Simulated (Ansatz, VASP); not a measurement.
**Two plane-wave programs on Cr**

```
CELL_PARAMETERS angstrom
2.32050 0.00000 0.00000
0.00000 2.32050 0.00000
0.00000 0.00000 2.32050
ATOMIC_POSITIONS crystal
Cr 0.00000 0.00000 0.00000
```

Alike in both runs: task single point; functional revPBE; k mesh 15 × 15 × 15; occupations fermi-dirac, width 0.1 eV; no spin polarisation.

```csv
,VASP,Ansatz
version,VASP 6.6.1,Ansatz 0.2.0
potentials or method,"VASP PAW PBE potentials, release 64 (Cr_pv), cutoff 520 eV","plane waves (420 eV) with PAW, scalar-relativistic"
valence electrons in the cell,12,14
```

VASP gave:

| Property | Result |
| --- | --- |
| pressure (GPa) | 8.6 |

Q: Estimate Ansatz's values.

A: Pressure (GPa): 8.7.

VASP's potentials were made for PBE, not for revPBE. VASP's potentials hold 12 valence electrons a cell and Ansatz's 14, so a difference there can come from the potentials and not from the codes.
